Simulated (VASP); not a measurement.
W:

```
CELL_PARAMETERS angstrom
-1.60075 1.60075 1.60075
1.60075 -1.60075 1.60075
1.60075 1.60075 -1.60075
ATOMIC_POSITIONS crystal
W 0.00000 0.00000 0.00000
```

| Item | Value |
| --- | --- |
| Program | VASP 6.6.1 |
| Task | relaxation of cell and atoms |
| Functional | r2SCAN |
| Dispersion | rVV10 |
| Potentials or basis | VASP PAW PBE potentials, release 64 (W_sv) |
| Cutoff | 600 eV |
| k mesh | 8 × 8 × 8 |
| Occupations | gaussian, width 0.1 eV |
| Spin | no spin polarisation |

At the start: pressure -9.6 GPa; volume 16.41 Å³/atom.

Task: Where does the relaxation end?

Result: Over 4 steps the energy falls by 15.6 meV/atom and the volume is 15.91 Å³/atom (-3.1 %); space group Im-3m (No. 229, to 0.05 Å).

Step by step:
| step | energy change (eV) | largest force (eV/Å) | pressure (GPa) | volume (Å³) |
| --- | --- | --- | --- | --- |
| 1 | 0.0000 | 0.0000 | -9.63 | 16.41 |
| 2 | 0.2199 | 0.0000 | 48.35 | 14.18 |
| 3 | -0.0156 | 0.0000 | -0.52 | 15.93 |
| 4 | -0.0156 | 0.0000 | -0.07 | 15.91 |

Final structure:
```
CELL_PARAMETERS angstrom
-1.58429 1.58429 1.58429
1.58429 -1.58429 1.58429
1.58429 1.58429 -1.58429
ATOMIC_POSITIONS crystal
W 0.00000 0.00000 0.00000
```

Caveat: the PAW data sets were made with another functional, which shifts forces and pressure a little.
